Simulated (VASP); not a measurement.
Wanted: the native input for a VASP 6.6.1 run.

```
Task                   : single point
Functional             : LDA
Potentials or basis    : VASP PAW LDA potentials, release 64 (Pt)
Cutoff                 : 520 eV
k mesh                 : 20 × 20 × 20
Occupations            : gaussian, width 0.15 eV
Spin                   : no spin polarisation
Dipole correction      : no
Further INCAR settings : ALGO = Normal; EDIFF = 1e-06; NBANDS = 11
```

The structure of Pt lies in POSCAR:

```
Pt
1.0
   -0.1946767288      1.9078319426      1.9078319426
    1.9078319426     -0.1946767288      1.9078319426
    1.9078319426      1.9078319426     -0.1946767288
Pt
1
Direct
    0.0000000000      0.0000000000      0.0000000000
```

One way to write it, as run:

INCAR

```
PREC = Accurate ; ENCUT = 520
EDIFF = 1E-6 ; ISMEAR = 0
SIGMA = 0.15 ; LREAL = False
LASPH = True ; NELM = 100
ALGO = Normal ; ISIF = 2
LWAVE = False ; LCHARG = False
GGA = CA ; NBANDS = 11
```

KPOINTS

```
Automatic mesh
0
Gamma
  20 20 20
```

Potentials or basis: VASP PAW LDA potentials, release 64 (Pt).

The run is started by

```console
$ cat potpaw_LDA.64/Pt/POTCAR > POTCAR
$ mpirun -np 1 vasp_std > vasp.out
```

Results of the run:

The pressure is -14.4 GPa and the band gap on the k mesh is zero (band 5 reaches 10.88 eV, above the bottom of band 6 at 8.08 eV).

Caveat: spin-orbit coupling is left out, which moves the levels of the heavy elements.

Wall time 76 s on 1 thread of Intel(R) Xeon(R) Platinum 8259CL CPU @ 2.50GHz (Skylake/Cascade Lake), on a shared host, peak memory 0.24 GiB.
